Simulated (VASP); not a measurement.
Here is a VASP 6.6.1 calculation.

The input INCAR:

```
SYSTEM = Nd
ALGO = Normal
EDIFF = 1E-7
ENCUT = 520
GGA = PE
ISIF = 2
ISMEAR = 0
ISPIN = 2
LASPH = .True.
LCHARG = .False.
LMAXMIX = 6
LORBIT = 11
LREAL = .False.
LWAVE = .False.
MAGMOM = 3
NBANDS = 17
NELM = 150
PREC = Accurate
SIGMA = 0.05
```

KPOINTS

```
k-points
0
Gamma
  14 14 14
  0 0 0
```

Contents of POSCAR:

```
Nd
1.0
    0.0000000000      2.5760755239      2.5760755239
    2.5760755239      0.0000000000      2.5760755239
    2.5760755239      2.5760755239      0.0000000000
Nd
1
Direct
    0.0000000000      0.0000000000      0.0000000000
```

Potentials or basis: VASP PAW PBE potentials, release 64 (Nd).

The run is started by

```sh
$ cat potpaw_PBE.64/Nd/POTCAR > POTCAR
$ mpirun -np 1 vasp_std > vasp.out
```

Task: Predict the pressure.

Result: 0.3 GPa.

Task: Predict the net moment.

Result: 4.16 μB per cell.

Task: What does it give for the site moments?

Result: Nd +3.38 μB.

Caveat: the magnetic or orbital state may not be the lowest. The state reached can hang on the start; a lower one may exist.
